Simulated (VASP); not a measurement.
A run of VASP 6.6.1 is set up as follows.

File INCAR:

```
SYSTEM = H8C3
PREC = Accurate ; ENCUT = 520
EDIFF = 1E-6 ; ISMEAR = -1
SIGMA = 0.02 ; LREAL = Auto
LASPH = .TRUE. ; NELM = 80
ALGO = Normal ; ISIF = 2
LWAVE = .FALSE. ; LCHARG = .FALSE.
GGA = PE ; IVDW = 12
NBANDS = 52
```

File KPOINTS:

```
regular mesh
0
G
  1 1 1
  0 0 0
```

Contents of POSCAR:

```
H8C3
1.0
    8.2694670000      0.0000000000      0.0000000000
    0.0000000000      8.2694670000      0.0000000000
    0.0000000000      0.0000000000      8.2694670000
C H
9 24
Direct
    0.6912295557      0.4538744758      0.3828662718
    0.5808838708      0.3332258294      0.3887795912
    0.5917310027      0.3698424578     -0.1292344476
    0.4797890844      0.4551079290     -0.0474637604
    0.0286959244      0.0783847375      0.4285403158
    0.1442414608     -0.0340650734      0.4209702995
    0.8131842113      0.8763079894      0.0589518043
    0.0151521253      0.5513051809      0.7919494691
    0.1657301492      0.6278760167      0.2659179848
    0.8253373525      0.4376823803      0.3589469551
    0.6440439269      0.5724069036      0.3969058707
    0.6124820378      0.2087558968      0.3873889333
    0.4512745501      0.3521750555      0.4029522096
    0.5859265174      0.3073474989     -0.2463520321
    0.7027417849      0.3218103416     -0.0559770055
    0.3518364606      0.4883748856     -0.0782154400
    0.5136606749      0.4945058732      0.0641395630
    0.0122498826      0.1540486225      0.3200327179
   -0.0609229108      0.0666064693      0.5174094050
    0.2448525401     -0.0411876606      0.3376517495
    0.1559108949     -0.1182059255      0.5134430067
    0.8233662460      0.9993872640      0.0148981790
    0.7631688959      0.8684719342      0.1776535295
    0.9106028236      0.7887690948      0.0596652723
    0.7279671108      0.8187710284     -0.0139186721
    0.0697626582      0.5512689028      0.9043750945
    0.0008464874      0.6782178344      0.7551514505
   -0.0988213630      0.4887376659      0.7970283937
    0.1057383747      0.4728116093      0.7318367677
    0.2252744947      0.5212669692      0.2122627734
    0.1412908474      0.7413657978      0.2005933393
    0.2481780265      0.6720747540      0.3621273294
    0.0491567353      0.5841972645      0.3271673979
```

Potentials or basis: VASP PAW PBE potentials, release 64 (C, H).

Launch:

```bash
$ cat potpaw_PBE.64/C/POTCAR potpaw_PBE.64/H/POTCAR > POTCAR
$ mpirun -np 1 vasp_gam > vasp.out
```

(1) Predict the largest force.

(2) Predict the band gap on the k mesh.

(3) Predict the dispersion energy per atom.

Answers

(1) 3.093 eV/Å.

(2) 4.96 eV.

(3) -0.025 eV.

Caveat: the k points lie up to 0.76 Å⁻¹ apart; the atoms stand as in a frame of molecular dynamics.
